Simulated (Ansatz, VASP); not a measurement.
# One calculation of Si, two programs

Contents of INCAR:

```
PREC = Accurate ; ENCUT = 500
EDIFF = 1E-6 ; ISMEAR = -1
SIGMA = 0.01 ; LREAL = False
LASPH = True ; NELM = 120
ALGO = Normal ; ISIF = 2
LWAVE = False ; LCHARG = True
LELF = True ; LVHAR = True
NBANDS = 11 ; GGA_COMPAT = False
```

File KPOINTS:

```
Automatic mesh
0
Gamma
  10 10 10
```

The input POSCAR:

```
Si
1.0
    0.0000000000      2.7016643793      2.7016643793
    2.7016643793      0.0000000000      2.7016643793
    2.7016643793      2.7016643793      0.0000000000
Si
2
Direct
    0.5000000000      0.5000000000      0.5000000000
    0.7500000000      0.7500000000      0.7500000000
```

Input for Ansatz:

```yaml
crystal:
  lattice:
    - [0.0, 2.7016643793, 2.7016643793]
    - [2.7016643793, 0.0, 2.7016643793]
    - [2.7016643793, 2.7016643793, 0.0]
  atoms:
    - { symbol: Si, position: [0.5, 0.5, 0.5] }
    - { symbol: Si, position: [0.75, 0.75, 0.75] }
hamiltonian:
  xc: lda
  pseudopotentials:
    kind: paw
    azcp:
      Si: "pseudopotentials/Si.paw.azcp"
basis:
  ecutwfc: 420
  fft_grid_basis: typed
kpoints:
  mp_grid: { grid: [10, 10, 10], shift: [0, 0, 0] }
magnetization:
  spin_polarized: false
scf:
  occupations: { method: fermi_dirac, width: 0.01 }
  lower_state_search: "off"
output:
  stress: true
```

Alike in both runs: task single point; functional LDA; k mesh 10 × 10 × 10; occupations fermi-dirac, width 0.01 eV; no spin polarisation.

```csv
,VASP,Ansatz
version,VASP 6.6.1,Ansatz 0.2.0
potentials or method,"VASP PAW LDA potentials, release 64 (Si), cutoff 500 eV","plane waves (420 eV) with PAW, scalar-relativistic"
valence electrons in the cell,8,8
```

```csv
,VASP,Ansatz,Ansatz less VASP
pressure (GPa),0.0,-0.1,-0.04
```

Ansatz warns that its potentials were made for another functional, while VASP's fit it. LDA's correlation is that of Perdew and Zunger in VASP and of Perdew and Wang (1992) in Ansatz.
